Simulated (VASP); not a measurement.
BN:

```
B N
1.0
     2.54395    0.00000    0.00000
    -1.27197    2.20313    0.00000
     0.00000    0.00000    4.16574
B N
2 2
Direct
  0.33333 0.66667 0.00020
  0.66667 0.33333 0.50020
  0.33333 0.66667 0.37480
  0.66667 0.33333 0.87480
```

This cell differs from its parent crystal: uniaxial z strain -1.0%.

Base run:

```yaml
Program: VASP 6.6.1
Functional: r2SCAN
Potentials_or_basis: VASP PAW PBE potentials, release 64 (B, N)
Cutoff: 520 eV
k_mesh: 12 × 12 × 6
Occupations: gaussian, width 0.01 eV
Spin: no spin polarisation
```

Its results: band gap on the k mesh 5.74 eV (least direct gap 8.98 eV); pressure 5.3 GPa.

**Question.** The run is repeated on the same cell with these changes: functional from r2SCAN to HSE06; k mesh from 12 × 12 × 6 to 9 × 9 × 4. What comes out?

**Answer.** Band gap on the k mesh 6.53 eV (least direct gap 9.94 eV); pressure 0.1 GPa.

Several settings changed at once.

Caveats: the PAW data sets were made with another functional, which shifts forces and pressure a little; the cell stands under pressure (at least some runs); an odd mesh through Γ misses points on the zone boundary, where band edges can lie (at least some runs).
